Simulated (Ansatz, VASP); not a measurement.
## TePb in VASP and in Ansatz

Contents of INCAR:

```
SYSTEM = TePb
PREC     = Accurate       ! precision mode
ENCUT    = 520            ! plane-wave cutoff, eV
EDIFF    = 1E-7           ! SCF threshold, eV
ISMEAR   = 0              ! smearing method
SIGMA    = 0.05           ! smearing width, eV
LREAL    = .False.        ! projectors in reciprocal space
LASPH    = .True.         ! aspherical terms in the spheres
NELM     = 80             ! most SCF steps
ALGO     = Normal         ! electronic algorithm
ISIF     = 2              ! what is computed and relaxed
LWAVE    = .False.        ! write WAVECAR
LCHARG   = .True.         ! write CHGCAR
GGA      = PE             ! functional
LELF     = .True.         ! ELF
LVHAR    = .True.       
NBANDS   = 17             ! bands
```

The input KPOINTS:

```
Automatic mesh
0
Gamma
  8 8 8
  0 0 0
```

POSCAR

```
TePb
1.0
    0.0605062500      3.2270000000      3.2270000000
    3.2875062500      0.0000000000      3.2875062500
    3.2270000000      3.2270000000      0.0605062500
Te Pb
1 1
Direct
    0.5000000000      0.5000000000      0.5000000000
    0.0000000000      0.0000000000      0.0000000000
```

Input for Ansatz:

```yaml
crystal:
  lattice:
    - [0.06050625, 3.227, 3.227]
    - [3.28750625, 0.0, 3.28750625]
    - [3.227, 3.227, 0.06050625]
  atoms:
    - { symbol: Te, position: [0.5, 0.5, 0.5] }
    - { symbol: Pb, position: [0.0, 0.0, 0.0] }
basis:
  ecutwfc: 420
kpoints:
  mp_grid: { grid: [8, 8, 8] }
hamiltonian:
  xc: pbe
scf:
  occupations: { method: gaussian, width: 0.05 }
output:
  forces: true
  stress: true
  eigenvalues: true
```

Change from the starting cell: strain +0.0375 x Voigt [0, 0, 0, 0, 1, 0], atoms carried along.

Alike in both runs: task single point; functional PBE; k mesh 8 × 8 × 8; occupations gaussian, width 0.05 eV; no spin polarisation.

|  | VASP | Ansatz |
| --- | --- | --- |
| version | VASP 6.6.1 | Ansatz 0.2.0 |
| potentials or method | VASP PAW PBE potentials, release 64 (Te, Pb_d), cutoff 520 eV | scalar-relativistic, plane waves, PAW |
| valence electrons in the cell | 20 | 30 |

Ansatz gave:

| Quantity | Value |
| --- | --- |
| gap on the k mesh at the Fermi level (eV) | 0.52 |
| least direct gap on the mesh (eV) | 0.69 |
| pressure (GPa) | 2.3 |
| traceless stress, the component that is largest in VASP (GPa) | -0.53 |

Problem. Estimate VASP's values.

Solution. gap on the k mesh at the Fermi level (eV): 0.53; least direct gap on the mesh (eV): 0.70; pressure (GPa): 2.3; traceless stress, the component that is largest in VASP (GPa): -0.53.

With one functional, cell and mesh, what is left measures potentials, basis and numerics. VASP's potentials hold 20 valence electrons a cell and Ansatz's 30, so a difference there can come from the potentials and not from the codes.

Neither program's run includes spin-orbit coupling.
